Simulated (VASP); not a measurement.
MgI2: single point with PBE

The system is MgI2.

```
Mg I
1.0
     4.15370    0.00000    0.00000
    -2.07685    3.59721    0.00000
     0.00000    0.00000    6.86200
Mg I
1 2
Direct
  0.06042 0.04423 0.00000
  0.33333 0.66667 0.75763
  0.66667 0.33333 0.24237
```

This cell differs from its parent crystal: all Mg atoms moved +0.225 Å, as atom 1 along Cartesian [1 1 0].

- Program: VASP 6.6.1
- Task: single point
- Functional: PBE
- Potentials or basis: VASP PAW PBE potentials, release 64 (Mg, I)
- Cutoff: 520 eV
- k mesh: 6 × 6 × 4
- Occupations: gaussian, width 0.05 eV
- Spin: no spin polarisation

| Item | Value |
| --- | --- |
| Pressure | 1.7 GPa |
| Largest force | 0.592 eV/Å |
| Band gap on the k mesh | 3.49 eV, indirect (least direct gap 3.68 eV) |

Forces on the atoms (eV/Å):
```
Mg  -0.418 -0.418 -0.031
I    0.113  0.208 -0.130
I    0.305  0.209  0.162
```

Stress tensor (GPa, compression positive):
```
1.55 0.18 0.50
0.18 1.54 0.00
0.50 0.00 2.00
```

Levels at points of the mesh, in eV from the valence-band top:
```
           k point  band 4  band 5  band 6  band 7  band 8  band 9  band 10  band 11  band 12  band 13
(0.00, 0.00, 0.00)   -0.54   -0.53   -0.07   -0.06    0.00    3.68     4.73     6.67     6.72     7.45
(0.50, 0.00, 0.00)   -2.82   -1.89   -1.43   -0.94   -0.47    3.62     5.25     5.56     6.93     8.03
(0.00, 0.50, 0.00)   -2.83   -1.90   -1.42   -0.93   -0.47    3.60     5.28     5.53     6.98     8.01
(0.50, 0.50, 0.00)   -2.84   -1.91   -1.41   -0.93   -0.46    3.59     5.32     5.50     7.02     8.00
(0.00, 0.00, 0.50)   -1.48   -0.45   -0.43   -0.15   -0.14    4.60     4.83     6.50     6.56     7.80
(0.50, 0.00, 0.50)   -3.20   -1.26   -1.15   -0.83   -0.71    3.53     5.19     5.63     6.11     7.72
(0.00, 0.50, 0.50)   -3.21   -1.25   -1.17   -0.83   -0.69    3.53     5.19     5.63     6.10     7.77
(0.50, 0.50, 0.50)   -3.22   -1.23   -1.19   -0.82   -0.68    3.52     5.18     5.63     6.08     7.82
```

It took 71 s on 1 thread of Intel(R) Xeon(R) 6975P-C (Granite Rapids), with other jobs on the host, peak memory 0.3 GiB.

Caveat: the cell differs from its parent crystal (all Mg atoms moved +0.225 Å, as atom 1 along Cartesian [1 1 0]); spin-orbit coupling is left out, which moves the levels of the heavy elements. A k mesh can miss the band edges.
